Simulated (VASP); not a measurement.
Set up this calculation in VASP 6.6.1, as the native input.

```
Task                   : single point
Functional             : PBEsol
Potentials or basis    : VASP PAW PBE potentials, release 64 (W_sv)
Cutoff                 : 520 eV
k mesh                 : 26 × 26 × 26
Occupations            : gaussian, width 0.15 eV
Spin                   : no spin polarisation
Dipole correction      : no
Further INCAR settings : ALGO = Fast; EDIFF = 1e-07; NBANDS = 13
```

The structure of W lies in POSCAR:

```
W
1.0
    0.0000000000      1.9690108304      2.0289807034
    1.9690108304      0.0000000000      2.0289807034
    1.9690108304      1.9690108304      0.0000000000
W
1
Direct
    0.0000000000      0.0000000000      0.0000000000
```

This cell differs from its parent crystal: strain -0.015 along x and y, +0.015 along z.

These files were run (other wordings do the same):

INCAR

```
SYSTEM = W
  PREC = Accurate
  ENCUT = 520
  EDIFF = 1E-7
  ISMEAR = 0
  SIGMA = 0.15
  LREAL = .False.
  LASPH = .True.
  NELM = 60
  ALGO = Fast
  ISIF = 2
  LWAVE = .False.
  LCHARG = .False.
  GGA = PS
  NBANDS = 13
```

KPOINTS

```
Automatic mesh
0
Gamma
  26 26 26
  0 0 0
```

Potentials or basis: VASP PAW PBE potentials, release 64 (W_sv).

The run is started by

```bash
$ cat potpaw_PBE.64/W_sv/POTCAR > POTCAR
$ mpirun -np 1 vasp_std > vasp.out
```

It gave:

* Pressure: 5.5 GPa
* Band gap on the k mesh: zero (bands 7 and 8 overlap by 4.01 eV)

Caveat: the cell differs from its parent crystal (strain -0.015 along x and y, +0.015 along z); the cell stands under pressure; the PAW data sets were made with another functional, which shifts forces and pressure a little; spin-orbit coupling is left out, which moves the levels of the heavy elements.

Run time: 110 s on 1 thread of Intel(R) Xeon(R) 6975P-C (Granite Rapids), on a shared host, peak memory 0.36 GiB.
